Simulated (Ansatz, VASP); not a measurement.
# HfPd2N4: VASP beside Ansatz

INCAR

```
PREC = Accurate
ENCUT = 600
EDIFF = 1E-6
ISMEAR = 0
SIGMA = 0.15
LREAL = F
LASPH = T
NELM = 80
ALGO = Normal
ISIF = 3
LWAVE = F
LCHARG = F
GGA = PE
IBRION = 2
NSW = 36
EDIFFG = -0.08
```

File KPOINTS:

```
Automatic mesh
0
Gamma
  3 3 3
```

The input POSCAR:

```
HfPd2N4
1.0
    0.0000000000      4.4150000000      4.4150000000
    4.4150000000      0.0000000000      4.4150000000
    4.4150000000      4.4150000000      0.0000000000
Hf Pd N
2 4 8
Direct
    0.5000000000      0.5000000000      0.5000000000
    0.7500000000      0.7500000000      0.7500000000
    0.6250000000      0.1250000000      0.1250000000
    0.1250000000      0.6250000000      0.1250000000
    0.1250000000      0.1250000000      0.6250000000
    0.1250000000      0.1250000000      0.1250000000
    0.3650000000      0.9050000000      0.3650000000
    0.9050000000      0.3650000000      0.3650000000
    0.3650000000      0.3650000000      0.9050000000
    0.3650000000      0.3650000000      0.3650000000
    0.8850000000      0.3450000000      0.8850000000
    0.3450000000      0.8850000000      0.8850000000
    0.8850000000      0.8850000000      0.8850000000
    0.8850000000      0.8850000000      0.3450000000
```

Input for Ansatz:

```yaml
crystal:
  lattice:
    - [0.0, 4.415, 4.415]
    - [4.415, 0.0, 4.415]
    - [4.415, 4.415, 0.0]
  atoms:
    - { symbol: Hf, position: [0.5, 0.5, 0.5] }
    - { symbol: Hf, position: [0.75, 0.75, 0.75] }
    - { symbol: Pd, position: [0.625, 0.125, 0.125] }
    - { symbol: Pd, position: [0.125, 0.625, 0.125] }
    - { symbol: Pd, position: [0.125, 0.125, 0.625] }
    - { symbol: Pd, position: [0.125, 0.125, 0.125] }
    - { symbol: "N", position: [0.365, 0.905, 0.365] }
    - { symbol: "N", position: [0.905, 0.365, 0.365] }
    - { symbol: "N", position: [0.365, 0.365, 0.905] }
    - { symbol: "N", position: [0.365, 0.365, 0.365] }
    - { symbol: "N", position: [0.885, 0.345, 0.885] }
    - { symbol: "N", position: [0.345, 0.885, 0.885] }
    - { symbol: "N", position: [0.885, 0.885, 0.885] }
    - { symbol: "N", position: [0.885, 0.885, 0.345] }
basis:
  ecutwfc: 420
kpoints:
  mp_grid: { grid: [3, 3, 3] }
hamiltonian:
  xc: pbe
scf:
  occupations: { method: gaussian, width: 0.15 }
  lower_state_search: "off"
output:
  forces: true
  stress: true
  eigenvalues: true
relax:
  adjacent_minimum: "off"
  f_tol: 0.08
  max_steps: 16
  cell: { stress_tol: 0.8 }
```

Alike in both runs: task relaxation of cell and atoms; functional PBE; k mesh 3 × 3 × 3; occupations gaussian, width 0.15 eV; no spin polarisation.

```csv
,VASP,Ansatz
version,VASP 6.6.1,Ansatz 0.2.0
potentials or method,"VASP PAW PBE potentials, release 64 (Hf_pv, Pd, N), cutoff 600 eV","scalar-relativistic, plane waves, PAW"
valence electrons in the cell,100,164
```

```tsv
	VASP	Ansatz	Ansatz less VASP
gap on the k mesh at the Fermi level, each at its own relaxed structure (eV)	1.43	1.42	-0.012
relaxed volume (Å³/atom)	11.99	12.06	+0.078
relaxed length of the cell vector where the two differ most in proportion (Å)	6.191	6.204	+0.0134
```

VASP's potentials hold 100 valence electrons a cell and Ansatz's 164, so a difference there can come from the potentials and not from the codes.

Spin-orbit coupling is off throughout.
